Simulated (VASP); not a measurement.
A run of VASP 6.6.1:

File INCAR:

```
SYSTEM = MgSnO4
ALGO = Fast ; EDIFF = 1E-6
EDIFFG = -0.01 ; ENCUT = 600
GGA = PE ; IBRION = 2
ISIF = 3 ; ISMEAR = 0
LASPH = .TRUE. ; LCHARG = .FALSE.
LREAL = .FALSE. ; LWAVE = .FALSE.
NELM = 80 ; NSW = 100
PREC = Accurate ; SIGMA = 0.1
```

Contents of KPOINTS:

```
k-points
0
G
  12 12 6
  0 0 0
```

File POSCAR:

```
MgSnO4
1.0
    3.6234057470      0.0000000000      0.0000000000
   -1.8117028735      3.1379614251      0.0000000000
    0.0000000000      0.0000000000      6.0035434514
Mg Sn O
1 1 4
Direct
    0.0000000000      0.0000000000      0.5000000000
    0.0000000000      0.0000000000      0.0000000000
    0.6666666667      0.3333333333      0.2635644113
    0.3333333333      0.6666666667      0.7364355887
    0.3333333333      0.6666666667      0.2635644113
    0.6666666667      0.3333333333      0.7364355887
```

Potentials or basis: VASP PAW PBE potentials, release 64 (Mg, Sn_d, O).

Launch:

```console
$ cat potpaw_PBE.64/Mg/POTCAR potpaw_PBE.64/Sn_d/POTCAR potpaw_PBE.64/O/POTCAR > POTCAR
$ mpirun -np 1 vasp_std > vasp.out
```

Hardware: 1 thread of Oxide Virtual Turin-like Processor, on a shared host.

Task: Estimate the wall time of this run.

Result: It took 16 min on 1 thread of Oxide Virtual Turin-like Processor, on a shared host, peak memory 0.29 GiB. Counts: scf iterations 58, k points 76, ion steps 6.
